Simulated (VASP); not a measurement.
Runs of VASP 6.6.1 on Ag. The structure is that of space group Fm-3m (No. 225), or close to it. The cells are those of the table. 

```tsv
task	cell	k mesh	cutoff (eV)	smearing	gap on the mesh (eV)	pressure (GPa)	relaxed volume (Å³/atom)
single point	a = 2.924 Å, angles 60.0°, 1 atom	8 × 8 × 8	520	gaussian 0.1 eV	none	-1.4	-
single point	a = 2.902 Å, angles 60.0°, 1 atom	22 × 22 × 22	520	gaussian 0.1 eV	none	0.1	-
relaxation of cell and atoms	relaxed from a = 2.924 Å, angles 60.0°, 1 atom	22 × 22 × 22	600	gaussian 0.1 eV	none	0.0	17.31
relaxation of cell and atoms	relaxed from a = 2.902 Å, angles 60.0°, 1 atom	22 × 22 × 22	600	fermi-dirac 0.15 eV	none	0.0	(a)
single point	a = 2.903 Å, angles 60.0°, 1 atom	22 × 22 × 22	520	fermi-dirac 0.15 eV	none	0.1	-
```

Alike in all rows: level r2SCAN; potentials or basis VASP PAW PBE potentials, release 64 (Ag); no spin polarisation.

Q: Estimate the missing entries.

A: (a) 17.32.

Caveats: the PAW data sets were made with another functional, which shifts forces and pressure a little.

A k mesh can miss the band edges, and the runs leave out spin-orbit coupling on Ag.

A gap of «none» marks levels without a gap at the run's occupations.
